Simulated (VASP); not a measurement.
Write the native input for VASP 6.6.1 that does the following.

| Property | Result |
| --- | --- |
| Task | single point |
| Functional | PBE |
| Potentials or basis | VASP PAW PBE potentials, release 64 (Ti_sv, Al) |
| Cutoff | 520 eV |
| k mesh | 12 × 12 × 12 |
| Occupations | gaussian, width 0.1 eV |
| Spin | no spin polarisation |
| Dipole correction | no |
| Further INCAR settings | ALGO = Fast; EDIFF = 1e-06; NBANDS = 14 |

The structure of TiAl lies in POSCAR:

```
TiAl
1.0
    3.0956135700      0.0024160886     -0.0047368054
    0.0024160886      3.1186299934      0.0004768596
   -0.0047368054      0.0004768596      3.0939604567
Ti Al
1 1
Direct
    0.0102420083      0.0128654220      0.0268160691
    0.4897579917      0.4871345780      0.4731839309
```

This cell differs from its parent crystal: atoms moved at random and the cell strained at random.

The input as run:

INCAR

```
PREC = Accurate
ENCUT = 520
EDIFF = 1E-6
ISMEAR = 0
SIGMA = 0.1
LREAL = F
LASPH = T
NELM = 100
ALGO = Fast
ISIF = 2
LWAVE = F
LCHARG = F
GGA = PE
NBANDS = 14
```

KPOINTS

```
regular mesh
0
Gamma
  12 12 12
```

Potentials or basis: VASP PAW PBE potentials, release 64 (Ti_sv, Al).

Command:

```sh
$ cat potpaw_PBE.64/Ti_sv/POTCAR potpaw_PBE.64/Al/POTCAR > POTCAR
$ mpirun -np 1 vasp_std > vasp.out
```

It gave:

- Pressure: 12.2 GPa
- Largest force: 1.588 eV/Å

Caveat: the cell differs from its parent crystal (atoms moved at random and the cell strained at random); forces of over 1 eV/Å act on the atoms, so gaps and moduli don't describe the material at rest.

It took 2.9 min on 1 thread of Intel(R) Xeon(R) 6975P-C (Granite Rapids), on a shared host, peak memory 0.46 GiB.
